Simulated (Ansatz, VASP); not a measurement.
**WC in VASP and in Ansatz**

Contents of INCAR:

```
ALGO     = Normal         # electronic algorithm
EDIFF    = 1E-6           # SCF threshold, eV
EDIFFG   = -0.05          # ionic threshold
ENCUT    = 600            # plane-wave cutoff, eV
GGA      = PE             # functional
IBRION   = 2              # ionic algorithm
ISIF     = 3              # what is computed and relaxed
ISMEAR   = 0              # smearing method
LASPH    = True           # aspherical terms in the spheres
LCHARG   = False          # write CHGCAR
LREAL    = False          # projectors in reciprocal space
LWAVE    = False          # write WAVECAR
NELM     = 100            # most SCF steps
NSW      = 100            # ionic steps
PREC     = Accurate       # precision mode
SIGMA    = 0.1            # smearing width, eV
```

KPOINTS

```
k-points
0
Gamma
  9 9 8
```

File POSCAR:

```
WC
1.0
    2.9000000000      0.0000000000      0.0000000000
   -1.4500000000      2.5114737000      0.0000000000
    0.0000000000      0.0000000000      2.8300000000
W C
1 1
Direct
    0.0000000000      0.0000000000      0.0000000000
    0.3333333000      0.6666667000      0.5000000000
```

Input for Ansatz:

```yaml
crystal:
  lattice:
    - [2.9, 0.0, 0.0]
    - [-1.45, 2.5114737, 0.0]
    - [0.0, 0.0, 2.83]
  atoms:
    - { symbol: W, position: [0.0, 0.0, 0.0] }
    - { symbol: C, position: [0.3333333, 0.6666667, 0.5] }
basis:
  ecutwfc: 420
kpoints:
  mp_grid: { grid: [9, 9, 8] }
hamiltonian:
  xc: pbe
  pseudopotentials: { kind: paw, azcp: { folder: soft_1 } }
scf:
  occupations: { method: gaussian, width: 0.1 }
output:
  forces: true
  stress: true
  eigenvalues: true
relax:
  adjacent_minimum: "off"
  f_tol: 0.05
  max_steps: 80
  cell: { stress_tol: 0.5 }
```

Alike in both runs: task relaxation of cell and atoms; functional PBE; k mesh 9 × 9 × 8; occupations gaussian, width 0.1 eV; no spin polarisation.

|  | VASP | Ansatz |
| --- | --- | --- |
| version | VASP 6.6.1 | Ansatz 0.2.0 |
| potentials or method | VASP PAW PBE potentials, release 64 (W_sv, C), cutoff 600 eV | scalar-relativistic, plane waves, PAW |
| valence electrons in the cell | 18 | 18 |

```tsv
	VASP	Ansatz	Ansatz less VASP
gap on the k mesh at the Fermi level, each at its own relaxed structure (eV)	none	none	-
relaxed volume (Å³/atom)	10.55	10.53	-0.019
relaxed cell length with the largest relative difference (Å)	2.852	2.846	-0.0055
```

A gap of «none» marks a metal or a gap that the smearing closes.

Spin-orbit coupling is off throughout.
